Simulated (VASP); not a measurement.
Here is a VASP 6.6.1 calculation.

POSCAR

```
TaN
1.0
    0.0000000000      2.3602803434      2.3602803434
    2.3602803434      0.0000000000      2.3602803434
    2.3602803434      2.3602803434      0.0000000000
Ta N
1 1
Direct
    0.0000000000      0.0000000000      0.0000000000
    0.2500000000      0.2500000000      0.2500000000
```

Contents of INCAR.step1:

```
SYSTEM = TaN
ALGO = Normal
EDIFF = 1E-4
ENCUT = 520
GGA = PE
ISMEAR = -1
LASPH = .True.
LCHARG = .False.
LREAL = .False.
LWAVE = .True.
NBANDS = 15
NELM = 80
PREC = Accurate
SIGMA = 0.05
```

INCAR.step2

```
SYSTEM = TaN
ALGO = Normal
EDIFF = 1E-6
ENCUT = 520
ISIF = 2
ISMEAR = -1
ISTART = 1
IVDW = 12
LASPH = .True.
LCHARG = .True.
LELF = .True.
LMIXTAU = .True.
LREAL = .False.
LVHAR = .True.
LWAVE = .False.
METAGGA = R2SCAN
NBANDS = 15
NELM = 80
PREC = Accurate
SIGMA = 0.05
VDW_A1 = 0.49484001
VDW_A2 = 5.73083694
VDW_S6 = 1.0
VDW_S8 = 0.78981345
```

Contents of KPOINTS:

```
k-points
0
Gamma
  9 9 9
  0 0 0
```

Potentials or basis: VASP PAW PBE potentials, release 64 (Ta_pv, N).

Launch:

```bash
$ cat potpaw_PBE.64/Ta_pv/POTCAR potpaw_PBE.64/N/POTCAR > POTCAR
$ cp INCAR.step1 INCAR
$ mpirun -np 1 vasp_std > vasp.out
$ cp INCAR.step2 INCAR
$ mpirun -np 1 vasp_std > vasp.out
```

Question: What does it give for the dispersion energy per atom?

Answer: -0.180 eV.

Question: Predict the band gap on the k mesh.

Answer: Zero (band 8 reaches 7.60 eV, above the bottom of band 9 at 7.12 eV).

Question: Predict the pressure.

Answer: 1.2 GPa.

Caveat: the PAW data sets were made with another functional, which shifts forces and pressure a little; spin-orbit coupling is left out, which moves the levels of the heavy elements; pairwise dispersion overbinds metals, which lowers pressure and volume.
